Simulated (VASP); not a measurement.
A run of VASP 6.6.1 is set up as follows.

INCAR

```
SYSTEM = Al16Au
  PREC = Accurate
  ENCUT = 520
  EDIFF = 1E-6
  ISMEAR = 0
  SIGMA = 0.1
  LREAL = Auto
  LASPH = .True.
  NELM = 60
  ALGO = Normal
  ISIF = 2
  LWAVE = .False.
  LCHARG = .False.
  LDIPOL = .True.
  IDIPOL = 3
  DIPOL = 0.5 0.5 0.301
  GGA = PE
  IVDW = 12
  NBANDS = 44
```

KPOINTS

```
regular mesh
0
Gamma
  5 4 1
  0 0 0
```

File POSCAR:

```
Al16Au
1.0
    5.6324246412      0.0000000000      0.0000000000
    0.0000000000      7.9654513166      0.0000000000
    0.0000000000      0.0000000000     21.2293510975
Al Au
16 1
Direct
    0.2500000000      0.2500000000      0.1884183827
    0.2500000000      0.7500000000      0.1884183827
    0.7500000000      0.2500000000      0.1884183827
    0.7500000000      0.7500000000      0.1884183827
    0.0000000000      0.0000000000      0.2547466541
    0.0000000000      0.5000000000      0.2547466541
    0.5000000000      0.0000000000      0.2547466541
    0.5000000000      0.5000000000      0.2547466541
    0.2500000000      0.2500000000      0.3240951258
    0.2500000000      0.7500000000      0.3240951258
    0.7500000000      0.2500000000      0.3240951258
    0.7500000000      0.7500000000      0.3240951258
    0.0000000000      0.0000000000      0.3876402562
    0.0000000000      0.5000000000      0.3876402562
    0.5000000000      0.0000000000      0.3876402562
    0.5000000000      0.5000000000      0.3876402562
    0.0000000000      0.2500000000      0.4912703667
```

Potentials or basis: VASP PAW PBE potentials, release 64 (Al, Au).

Run with:

```bash
$ cat potpaw_PBE.64/Al/POTCAR potpaw_PBE.64/Au/POTCAR > POTCAR
$ mpirun -np 1 vasp_std > vasp.out
```

Problem. What does it give for the dispersion energy per atom?

Solution. -0.216 eV.

Problem. What does it give for the largest force?

Solution. 1.634 eV/Å.

Problem. Estimate the band gap on the k mesh.

Solution. Zero (an odd number of electrons rules out a gap without spin polarisation).

Forces on the atoms (eV/Å):
```
Al  -0.008  0.000  0.142
Al   0.136  0.000  0.107
Al   0.008  0.000  0.142
Al  -0.136  0.000  0.107
Al   0.000  0.017 -0.130
Al   0.000 -0.017 -0.130
Al   0.000 -0.084 -0.068
Al   0.000  0.084 -0.068
Al   0.056  0.000 -0.128
Al   0.073  0.000  0.012
Al  -0.056  0.000 -0.128
Al  -0.073  0.000  0.012
Al   0.000  0.629  0.890
Al   0.000 -0.629  0.890
Al   0.000 -0.035 -0.007
Al   0.000  0.035 -0.007
Au   0.000  0.000 -1.634
```

Caveat: spin-orbit coupling is left out, which moves the levels of the heavy elements.
